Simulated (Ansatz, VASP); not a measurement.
## Re in VASP and in Ansatz

```xyz
1
Lattice="0.0000 1.9750 1.9750 1.9750 0.0000 1.9750 1.9750 1.9750 0.0000" Properties=species:S:1:pos:R:3 pbc="T T T"
Re    0.0000    0.0000    0.0000
```

Alike in both runs: task electric field gradients; functional PBEsol; k mesh 14 × 14 × 14; occupations fermi-dirac, width 0.05 eV; no spin polarisation.

|  | VASP | Ansatz |
| --- | --- | --- |
| version | VASP 6.6.1 | Ansatz 0.2.0 |
| potentials or method | VASP PAW PBE potentials, release 64 (Re) | PAW with Ansatz's default frozen-core files, scalar-relativistic |
| plane-wave cutoff (eV) | 520 | 420 |
| valence electrons in the cell | 7 | 15 |

Ansatz gave:

| Item | Value |
| --- | --- |
| pressure (GPa) | -18.5 |

Which values does VASP return?

Pressure (GPa): -18.9.

VASP's potentials were made for PBE, not for PBEsol. VASP's potentials hold 7 valence electrons a cell and Ansatz's 15, so a difference there can come from the potentials and not from the codes.

Neither program's run includes spin-orbit coupling.
